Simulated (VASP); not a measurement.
# Al4GeRu (F-43m) in VASP: further runs

Al4GeRu is run at these levels: PBE; tasks: single point, relaxation of cell and atoms.

Program: VASP 6.6.1. These are calculated values, not measurements. Logs are shortened: lines on timing, memory, paths and dates and some standing lists are left out, and cuts for length are marked.

### 1 The cell of the first run

Symmetry: F-43m, No. 216, cubic system. Conventional cell: a = 7.283 Å, b = 7.283 Å, c = 7.283 Å, α = 90.00°, β = 90.00°, γ = 90.00°. Within 3.4 Å of Al (site symmetry 3m) lie 6 Al at 2.56 to 2.59 Å and 3 Ru at 3.02 Å and 3 Ge at 3.02 Å. Within 4.0 Å of Ge (site symmetry -43m) lie 12 Al at 3.02 Å and 4 Ru at 3.15 Å. Ru (site symmetry -43m) has 12 Al at 3.02 Å and 4 Ge at 3.15 Å within 4.0 Å.

### 2 Single point, PBE

INCAR reads:

```
SYSTEM = Al4GeRu
ALGO = Normal ; EDIFF = 1E-6
ENCUT = 520 ; GGA = PE
ISIF = 2 ; ISMEAR = 0
LASPH = .True. ; LCHARG = .False.
LREAL = .False. ; LWAVE = .False.
NBANDS = 29 ; NELM = 100
PREC = Accurate ; SIGMA = 0.1
```

KPOINTS reads:

```
k-points
0
Gamma
  4 4 4
  0 0 0
```

POSCAR reads:

```
Al4GeRu
1.0
    0.0000000000      3.6413170264      3.6413170264
    3.6413170264      0.0000000000      3.6413170264
    3.6413170264      3.6413170264      0.0000000000
Al Ge Ru
4 1 1
Direct
    0.8728670791      0.3757109736      0.3757109736
    0.3757109736      0.3757109736      0.3757109736
    0.3757109736      0.8728670791      0.3757109736
    0.3757109736      0.3757109736      0.8728670791
    0.0000000000      0.0000000000      0.0000000000
    0.7500000000      0.7500000000      0.7500000000
```

Potentials or basis: VASP PAW PBE potentials, release 64 (Al, Ge_d, Ru_pv).

Run with:

```sh
$ cat potpaw_PBE.64/Al/POTCAR potpaw_PBE.64/Ge_d/POTCAR potpaw_PBE.64/Ru_pv/POTCAR > POTCAR
$ mpirun -np 1 vasp_std > vasp.out
```

OUTCAR:

```text
SYSTEM = Al4GeRu
   EDIFF = 1E-6
   ENCUT = 520
   GGA = PE
   ISIF = 2
   ISMEAR = 0
   LASPH = .True.
   LREAL = .False.
   NELM = 100
   PREC = Accurate

 ion  position               nearest neighbor table
   1  0.873  0.376  0.376-   2 2.56   3 2.56   4 2.56   2 2.59   4 2.59   3 2.59   6 3.02   6 3.02
                             6 3.02   5 3.02   5 3.02   5 3.02
   2  0.376  0.376  0.376-   1 2.56   3 2.56   4 2.56   4 2.59   3 2.59   1 2.59   6 3.02   6 3.02
                             6 3.02   5 3.02   5 3.02   5 3.02
   3  0.376  0.873  0.376-   1 2.56   2 2.56   4 2.56   4 2.59   2 2.59   1 2.59   6 3.02   6 3.02
                             6 3.02   5 3.02   5 3.02   5 3.02
   4  0.376  0.376  0.873-   1 2.56   2 2.56   3 2.56   2 2.59   3 2.59   1 2.59   6 3.02   6 3.02
                             6 3.02   5 3.02   5 3.02   5 3.02
   5  0.000  0.000  0.000-   1 3.02   3 3.02   4 3.02   2 3.02   2 3.02   2 3.02   1 3.02   1 3.02
                             4 3.02   3 3.02   3 3.02   4 3.02
   6  0.750  0.750  0.750-   3 3.02   4 3.02   1 3.02   4 3.02   1 3.02   3 3.02   2 3.02   2 3.02
                             2 3.02   1 3.02   3 3.02   4 3.02

  LATTYP: Found a face centered cubic cell.
 ALAT       =     7.2826340528

  Lattice vectors:

 A1 = (   0.0000000000,   3.6413170264,   3.6413170264)
 A2 = (   3.6413170264,   0.0000000000,   3.6413170264)
 A3 = (   3.6413170264,   3.6413170264,   0.0000000000)

Analysis of symmetry for initial positions (statically):
=====================================================================
 Subroutine PRICEL returns:
 Original cell was already a primitive cell.

 Routine SETGRP: Setting up the symmetry group for a
 face centered cubic supercell.

 Subroutine GETGRP returns: Found 24 space group operations
 (whereof 24 operations were pure point group operations)
 out of a pool of 48 trial point group operations.

The static configuration has the point symmetry T_d .

Analysis of symmetry for dynamics (positions and initial velocities):
=====================================================================
 Subroutine PRICEL returns:
 Original cell was already a primitive cell.

 Routine SETGRP: Setting up the symmetry group for a
 face centered cubic supercell.

 Subroutine GETGRP returns: Found 24 space group operations
 (whereof 24 operations were pure point group operations)
 out of a pool of 48 trial point group operations.

The dynamic configuration has the point symmetry T_d .

 Subroutine INISYM returns: Found 24 space group operations
 (whereof 24 operations are pure point group operations),
 and found     1 'primitive' translations

----------------------------------------------------------------------------------------

                                     Primitive cell

  volume of cell :      96.5618

  direct lattice vectors                    reciprocal lattice vectors
     0.000000000  3.641317026  3.641317026    -0.137312955  0.137312955  0.137312955
     3.641317026  0.000000000  3.641317026     0.137312955 -0.137312955  0.137312955
     3.641317026  3.641317026  0.000000000     0.137312955  0.137312955 -0.137312955

  length of vectors
     5.149599924  5.149599924  5.149599924     0.237833014  0.237833014  0.237833014

  position of ions in fractional coordinates (direct lattice)
     0.872867079  0.375710974  0.375710974
     0.375710974  0.375710974  0.375710974
     0.375710974  0.872867079  0.375710974
     0.375710974  0.375710974  0.872867079
     0.000000000  0.000000000  0.000000000
     0.750000000  0.750000000  0.750000000

  ion indices of the primitive-cell ions
   primitive index   ion index
                 1           1
                 2           2
                 3           3
                 4           4
                 5           5
                 6           6

----------------------------------------------------------------------------------------

 KPOINTS: k-points

Automatic generation of k-mesh.
 Grid dimensions read from file:
 generate k-points for:    4    4    4

 Generating k-lattice:

  Cartesian coordinates                     Fractional coordinates (reciprocal lattice)
    -0.034328239  0.034328239  0.034328239     0.250000000  0.000000000  0.000000000
     0.034328239 -0.034328239  0.034328239     0.000000000  0.250000000  0.000000000
     0.034328239  0.034328239 -0.034328239     0.000000000  0.000000000  0.250000000

  Length of vectors
     0.059458254  0.059458254  0.059458254

  Shift w.r.t. Gamma in fractional coordinates (k-lattice)
     0.000000000  0.000000000  0.000000000

 Subroutine IBZKPT returns following result:
 ===========================================

 Found      8 irreducible k-points:

 Following reciprocal coordinates:
            Coordinates               Weight
  0.000000  0.000000  0.000000      1.000000
  0.250000  0.000000  0.000000      8.000000
  0.500000  0.000000  0.000000      4.000000
  0.250000  0.250000  0.000000      6.000000
  0.500000  0.250000  0.000000     24.000000
 -0.250000  0.250000  0.000000     12.000000
  0.500000  0.500000  0.000000      3.000000
 -0.250000  0.500000  0.250000      6.000000
   k-points           NKPTS =      8   k-points in BZ     NKDIM =      8   number of bands    NBANDS=     29
   number of dos      NEDOS =    301   number of ions     NIONS =      6
   total plane-waves  NPLWV =  64000
   dimension x,y,z NGX =    40 NGY =   40 NGZ =   40
   dimension x,y,z NGXF=    80 NGYF=   80 NGZF=   80
   ions per type =               4   1   1
   NGX,Y,Z   is equivalent  to a cutoff of  12.91, 12.91, 12.91 a.u.
   NGXF,Y,Z  is equivalent  to a cutoff of  25.83, 25.83, 25.83 a.u.
 SYSTEM =  Al4GeRu
   PREC   = accura    normal or accurate (medium, high low for compatibility)
   ISTART =      0    job   : 0-new  1-cont  2-samecut
   ICHARG =      2    charge: 1-file 2-atom 10-const
   ISPIN  =      1    spin polarized calculation?
   LNONCOLLINEAR =      F non collinear calculations
   LSORBIT =      F    spin-orbit coupling
   LASPH  =      T    aspherical Exc in radial PAW
   ENCUT  =  520.0 eV  38.22 Ry    6.18 a.u.   9.57  9.57  9.57*2*pi/ulx,y,z
   NELM   =    100;   NELMIN=  2; NELMDL= -5     # of ELM steps
   EDIFF  = 0.1E-05   stopping-criterion for ELM
   LREAL  =      F    real-space projection
   EDIFFG = 0.1E-04   stopping-criterion for IOM
   NSW    =      0    number of steps for IOM
   IBRION =     -1    ionic relax: 0-MD 1-quasi-New 2-CG
   NFREE  =      0    steps in history (QN), initial steepest desc. (CG)
   ISIF   =      2    stress and relaxation
   ISYM   =      2    0-nonsym 1-usesym 2-fastsym
   POTIM  = 0.5000    time-step for ionic-motion
   TEBEG  =    0.0;   TEEND  =   0.0 temperature during run
   PSTRESS=    0.0 pullay stress
   NELECT =      40.0000    total number of electrons
   NUPDOWN=      -1.0000    fix difference up-down
   EMIN   =  10.00;   EMAX   =-10.00  energy-range for DOS
   EFERMI =   0.00;   METHOD = LEGACY
   ISMEAR =     0;   SIGMA  =   0.10  broadening in eV -4-tet -1-fermi 0-gaus
   EFERMI_NEDOS =   21; number of points for ismear=-14 and -15
   IALGO  =     38    algorithm
   IMIX   =      4    mixing-type and parameters
     AMIX     =   0.40;   BMIX     =  1.00
     AMIX_MAG =   1.60;   BMIX_MAG =  1.00
  volume/ion in A,a.u.               =      16.09       108.61
  Fermi-wavevector in a.u.,A,eV,Ry     =   1.220374  2.306173 20.263335  1.489313
  Thomas-Fermi vector in A             =   2.355594
   LORBIT       =      0    0 simple, 1 ext, 2 COOP (PROOUT), +10 PAW based schemes
   GGA     = PE    functional components
   LHFCALC =     F    Hartree Fock is set to
   AEXX    =    0.0000 exact exchange contribution
   IVDW    =     0    specifies the selected vdW correction
   LEPSILON=     F    determine dielectric tensor
   LRPA    =     F    only Hartree local field effects (RPA)
 non-spin polarized calculation
 Gauss-broadening in eV      SIGMA  =   0.10
  energy-cutoff  :      520.00
  volume of cell :       96.56
 maximum number of plane-waves:      2637
 NGX is ok and might be reduce to    40
   NGX = 19   NGY = 19   NGZ = 19

 number of electron      39.9999988 magnetization

 Free energy of the ion-electron system (eV)
  ---------------------------------------------------
  ext. energy  EPLUGINS =         0.00000000
  ---------------------------------------------------
  free energy    TOTEN  =       -27.69519432 eV

  energy without entropy =      -27.67991996  energy(sigma->0) =      -27.68755714

 E-fermi :   8.7658     XC(G=0): -11.0343

 val. band max:        8.7516325697   @ k =   0.5000   0.0000   0.0000
 cond. band min:       8.9068828837   @ k =  -0.2500   0.2500   0.0000
 fundamental gap:      0.1552503140
 Fermi energy:         8.7657604418

 k-point     1 :       0.0000    0.0000    0.0000
  band No.  band energies     occupation
      1     -33.7687      2.00000
      2     -33.7687      2.00000
      3     -33.7687      2.00000
      4     -16.0481      2.00000
      5     -16.0481      2.00000
      6     -16.0435      2.00000
[... 21 lines left out ...]
     28      11.0921      0.00000
     29      17.9572      0.00000

 k-point     2 :       0.2500    0.0000    0.0000
  band No.  band energies     occupation
      1     -33.7689      2.00000
      2     -33.7687      2.00000
      3     -33.7687      2.00000
      4     -16.0481      2.00000
      5     -16.0481      2.00000
      6     -16.0436      2.00000
[... 21 lines left out ...]
     28      13.4565      0.00000
     29      14.6015      0.00000

 k-point     3 :       0.5000    0.0000    0.0000
  band No.  band energies     occupation
      1     -33.7691      2.00000
      2     -33.7687      2.00000
      3     -33.7687      2.00000
      4     -16.0481      2.00000
      5     -16.0481      2.00000
      6     -16.0436      2.00000
[... 126 lines left out ...]
      5     -16.0479      2.00000
      6     -16.0439      2.00000
[... 21 lines left out ...]
     28      12.9752      0.00000
     29      13.4691      0.00000

 k-point     8 :      -0.2500    0.5000    0.2500
  band No.  band energies     occupation
      1     -33.7689      2.00000
      2     -33.7689      2.00000
      3     -33.7688      2.00000
      4     -16.0483      2.00000
      5     -16.0480      2.00000
      6     -16.0436      2.00000
[... 21 lines left out ...]
     28      13.1951      0.00000
     29      13.3184      0.00000

------------------------ aborting loop because EDIFF is reached ----------------------------------------

  FORCE on cell =-STRESS in cart. coord.  units (eV):
  Direction    XX          YY          ZZ          XY          YZ          ZX
  --------------------------------------------------------------------------------------
  -------------------------------------------------------------------------------------
  Total       -0.1285934     -0.1285934     -0.1285934      0.0000000      0.0000000      0.0000000
  in kB       -2.1336538     -2.1336538     -2.1336538      0.0000000      0.0000000      0.0000000
  external PRESSURE =      -2.1336538 kB  Pullay stress =       0.0000000 kB

 VOLUME and BASIS-vectors are now :
 -----------------------------------------------------------------------------
  energy-cutoff  :      520.00
  volume of cell :       96.56
      direct lattice vectors                 reciprocal lattice vectors
     0.000000000  3.641317026  3.641317026    -0.137312955  0.137312955  0.137312955
     3.641317026  0.000000000  3.641317026     0.137312955 -0.137312955  0.137312955
     3.641317026  3.641317026  0.000000000     0.137312955  0.137312955 -0.137312955

 POSITION                                       TOTAL-FORCE (eV/Angst)
 -----------------------------------------------------------------------------------
      2.73617      4.54647      4.54647         0.013553     -0.013553     -0.013553
      2.73617      2.73617      2.73617         0.013553      0.013553      0.013553
      4.54647      2.73617      4.54647        -0.013553      0.013553     -0.013553
      4.54647      4.54647      2.73617        -0.013553     -0.013553      0.013553
      0.00000      0.00000      0.00000        -0.000000     -0.000000     -0.000000
      5.46198      5.46198      5.46198         0.000000     -0.000000     -0.000000
 -----------------------------------------------------------------------------------
    total drift:                               -0.000000     -0.000000      0.000001

  FREE ENERGIE OF THE ION-ELECTRON SYSTEM (eV)
  ---------------------------------------------------
  free  energy   TOTEN  =       -27.6951943177 eV

  energy  without entropy=      -27.6799199596  energy(sigma->0) =      -27.68755714
```

Wall time 46 s (1 thread of AMD EPYC 7R43 (Zen 3), shared host); peak memory 0.21 GiB.

What came out:

| Item | Value |
| --- | --- |
| Free energy | -27.6952 eV |
| Pressure | -0.2 GPa |
| Largest force | 0.023 eV/Å |
| Band gap on the k mesh | zero (band 20 reaches 9.09 eV, above the bottom of band 21 at 8.23 eV) |

Forces in eV/Å, atoms in the order of the input:
```
Al   0.014 -0.014 -0.014
Al   0.014  0.014  0.014
Al  -0.014  0.014 -0.014
Al  -0.014 -0.014  0.014
Ge   0.000  0.000  0.000
Ru   0.000  0.000  0.000
```

Caveat: the k points lie up to 0.37 Å⁻¹ apart.

### 3 Single point, PBE

This run uses another cell than the first one, of 17.53 Å³/atom, 1.089 times its volume.

INCAR reads:

```
PREC     = Accurate       # precision mode
ENCUT    = 520            # plane-wave cutoff, eV
EDIFF    = 1E-6           # SCF threshold, eV
ISMEAR   = 0              # smearing method
SIGMA    = 0.1            # smearing width, eV
LREAL    = False          # projectors in reciprocal space
LASPH    = True           # aspherical terms in the spheres
NELM     = 100            # most SCF steps
ALGO     = Normal         # electronic algorithm
ISIF     = 2              # what is computed and relaxed
LWAVE    = False          # write WAVECAR
LCHARG   = False          # write CHGCAR
GGA      = PE             # functional
NBANDS   = 29             # bands
```

KPOINTS reads:

```
Automatic mesh
0
Gamma
  4 4 4
```

POSCAR reads:

```
Al4GeRu
1.0
    0.0000000000      3.7466377800      3.7466377800
    3.7466377800      0.0000000000      3.7466377800
    3.7466377800      3.7466377800      0.0000000000
Al Ge Ru
4 1 1
Direct
    0.8760569700      0.3746476800      0.3746476800
    0.3746476800      0.3746476800      0.3746476800
    0.3746476800      0.8760569700      0.3746476800
    0.3746476800      0.3746476800      0.8760569700
    0.0000000000      0.0000000000      0.0000000000
    0.7500000000      0.7500000000      0.7500000000
```

Potentials or basis: VASP PAW PBE potentials, release 64 (Al, Ge_d, Ru_pv).

Run with:

```sh
$ cat potpaw_PBE.64/Al/POTCAR potpaw_PBE.64/Ge_d/POTCAR potpaw_PBE.64/Ru_pv/POTCAR > POTCAR
$ mpirun -np 1 vasp_std > vasp.out
```

Run time: 50 s. Hardware: 1 thread of AMD EPYC 7R43 (Zen 3), shared host; peak memory 0.21 GiB.

Results (log left out):

| Item | Value |
| --- | --- |
| Free energy | -27.4714 eV |
| Pressure | -7.2 GPa |
| Largest force | 0.374 eV/Å |
| Band gap on the k mesh | zero (band 20 reaches 7.96 eV, above the bottom of band 21 at 7.28 eV) |

Forces on the atoms (eV/Å):
```
Al   0.216 -0.216 -0.216
Al   0.216  0.216  0.216
Al  -0.216  0.216 -0.216
Al  -0.216 -0.216  0.216
Ge   0.000  0.000  0.000
Ru   0.000  0.000  0.000
```

Levels at points of the mesh, in eV from the Fermi level:
```
           k point  band 18  band 19  band 20  band 21  band 22  band 23
(0.00, 0.00, 0.00)    -2.43    -2.43     0.05     0.05     0.05     0.61
(0.50, 0.00, 0.00)    -1.99    -0.72    -0.04    -0.04     0.34     2.32
(0.50, 0.50, 0.00)    -1.41    -0.77     0.18     1.99     1.99     2.08
```

Caveat: the k points lie up to 0.36 Å⁻¹ apart.

### 4 Relaxation of cell and atoms, PBE

This run uses another cell than the first one, of 17.53 Å³/atom, 1.089 times its volume.

INCAR reads:

```
SYSTEM = Al4GeRu
ALGO     = Normal         ! electronic algorithm
EDIFF    = 1E-6           ! SCF threshold, eV
EDIFFG   = -0.04          ! ionic threshold
ENCUT    = 600            ! plane-wave cutoff, eV
GGA      = PE             ! functional
IBRION   = 2              ! ionic algorithm
ISIF     = 3              ! what is computed and relaxed
ISMEAR   = 0              ! smearing method
LASPH    = .True.         ! aspherical terms in the spheres
LCHARG   = .False.        ! write CHGCAR
LREAL    = .False.        ! projectors in reciprocal space
LWAVE    = .False.        ! write WAVECAR
NELM     = 60             ! most SCF steps
NSW      = 90             ! ionic steps
PREC     = Accurate       ! precision mode
SIGMA    = 0.1            ! smearing width, eV
```

KPOINTS reads:

```
k-points
0
Gamma
  4 4 4
  0 0 0
```

POSCAR is that of step 3.

Run with:

```sh
$ cat potpaw_PBE.64/Al/POTCAR potpaw_PBE.64/Ge_d/POTCAR potpaw_PBE.64/Ru_pv/POTCAR > POTCAR
$ mpirun -np 1 vasp_std > vasp.out
```

Wall time 1.9 min (1 thread of AMD EPYC 7R43 (Zen 3), shared host); peak memory 0.24 GiB.

Results (log left out):

* Free energy: -27.6972 eV
* Relaxed volume: 16.05 Å³/atom
* Relaxed cell: a = 5.145 Å, b = 5.145 Å, c = 5.145 Å, α = 60.00°, β = 60.00°, γ = 60.00°
* Space group after relaxing (to 0.05 Å): F-43m (No. 216)
* Energy gained by relaxing: 37.6 meV/atom
* Ionic steps: 3
* Pressure after relaxing: 0.1 GPa
* Largest force after relaxing: 0.029 eV/Å
* Band gap on the k mesh: zero (band 20 reaches 9.12 eV, above the bottom of band 21 at 8.26 eV)

Forces in eV/Å, atoms in the order of the input:
```
Al   0.017 -0.017 -0.017
Al   0.017  0.017  0.017
Al  -0.017  0.017 -0.017
Al  -0.017 -0.017  0.017
Ge   0.000  0.000  0.000
Ru   0.000  0.000  0.000
```

The path:
```
step  energy change (eV)  largest force (eV/Å)  pressure (GPa)  volume (Å³)
   1              0.0000                0.3741           -7.17       105.19
   2             -0.2011                0.1269            3.01        93.70
   3             -0.2258                0.0294            0.06        96.33
```

Final structure:
```xyz
6
Lattice="0.0000 3.6384 3.6384 3.6384 0.0000 3.6384 3.6384 3.6384 0.0000" Properties=species:S:1:pos:R:3 pbc="T T T"
Al    2.7339    4.5429    4.5429
Al    2.7339    2.7339    2.7339
Al    4.5429    2.7339    4.5429
Al    4.5429    4.5429    2.7339
Ge    0.0000    0.0000    0.0000
Ru    5.4576    5.4576    5.4576
```

Levels at points of the mesh, in eV from the Fermi level:
```csv
k point,band 17,band 18,band 19,band 20,band 21,band 22,band 23,band 24
"(0.00, 0.00, 0.00)",-2.49,-2.49,-2.49,-0.08,-0.08,-0.08,0.71,0.71
"(0.50, 0.00, 0.00)",-2.29,-2.29,-0.77,-0.01,-0.01,0.30,2.45,2.45
"(0.50, 0.50, 0.00)",-2.15,-1.61,-0.83,0.33,2.02,2.03,2.03,2.73
```

Caveat: the k points lie up to 0.37 Å⁻¹ apart in the final cell.

### 5 Overview

```csv
task,cell,cutoff (eV),gap on the mesh (eV),pressure (GPa),largest force (eV/Å)
single point,"a = 5.150 Å, angles 60.0°, 6 atoms",520,none,-0.2,0.02
single point,"a = 5.299 Å, angles 60.0°, 6 atoms",520,none,-7.2,0.37
relaxation of cell and atoms,"relaxed from a = 5.299 Å, angles 60.0°, 6 atoms",600,none,0.1,0.03
```

Alike in all rows: level PBE; potentials or basis VASP PAW PBE potentials, release 64 (Al, Ge_d, Ru_pv); no spin polarisation; k mesh 4 × 4 × 4; smearing gaussian 0.1 eV.

Caveats: all runs use coarse meshes.

Total energies depend on the potentials used, so only differences within one code and one set of settings carry meaning.
